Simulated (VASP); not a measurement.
Here is a VASP 6.6.1 calculation.

File POSCAR:

```
ZnSe
1.0
    0.0000000000      2.8893788162      2.8893788162
    2.8893788162      0.0000000000      2.8893788162
    2.8893788162      2.8893788162      0.0000000000
Se Zn
1 1
Direct
    0.7500000000      0.7500000000      0.7500000000
    0.0000000000      0.0000000000      0.0000000000
```

The input INCAR.step1:

```
ALGO     = Normal         # electronic algorithm
EDIFF    = 1E-4           # SCF threshold, eV
ENCUT    = 520            # plane-wave cutoff, eV
GGA      = PE             # functional
ISMEAR   = -1             # smearing method
LASPH    = T              # aspherical terms in the spheres
LCHARG   = F              # write CHGCAR
LREAL    = F              # projectors in reciprocal space
LWAVE    = T              # write WAVECAR
NBANDS   = 16             # bands
NELM     = 100            # most SCF steps
PREC     = Accurate       # precision mode
SIGMA    = 0.05           # smearing width, eV
```

The input INCAR.step2:

```
ALGO     = Normal         # electronic algorithm
EDIFF    = 1E-6           # SCF threshold, eV
ENCUT    = 520            # plane-wave cutoff, eV
ISIF     = 2              # what is computed and relaxed
ISMEAR   = -1             # smearing method
ISTART   = 1            
IVDW     = 13             # dispersion correction
LASPH    = T              # aspherical terms in the spheres
LCHARG   = T              # write CHGCAR
LELF     = T              # ELF
LMIXTAU  = T            
LREAL    = F              # projectors in reciprocal space
LVHAR    = T            
LWAVE    = F              # write WAVECAR
METAGGA  = R2SCAN         # meta-GGA
NBANDS   = 16             # bands
NELM     = 100            # most SCF steps
PREC     = Accurate       # precision mode
SIGMA    = 0.05           # smearing width, eV
VDW_A1   = 0.51559235   
VDW_A2   = 5.77342911   
VDW_S6   = 1.0          
VDW_S8   = 0.6018749
```

The input KPOINTS:

```
k-points
0
Gamma
  8 8 8
```

Potentials or basis: VASP PAW PBE potentials, release 64 (Se, Zn).

Launch:

```console
$ cat potpaw_PBE.64/Se/POTCAR potpaw_PBE.64/Zn/POTCAR > POTCAR
$ cp INCAR.step1 INCAR
$ mpirun -np 1 vasp_std > vasp.out
$ cp INCAR.step2 INCAR
$ mpirun -np 1 vasp_std > vasp.out
```

Problem. What does it give for the pressure?

Solution. -4.0 GPa.

Problem. Estimate the dispersion energy per atom.

Solution. -0.109 eV.

Caveat: the PAW data sets were made with another functional, which shifts forces and pressure a little.
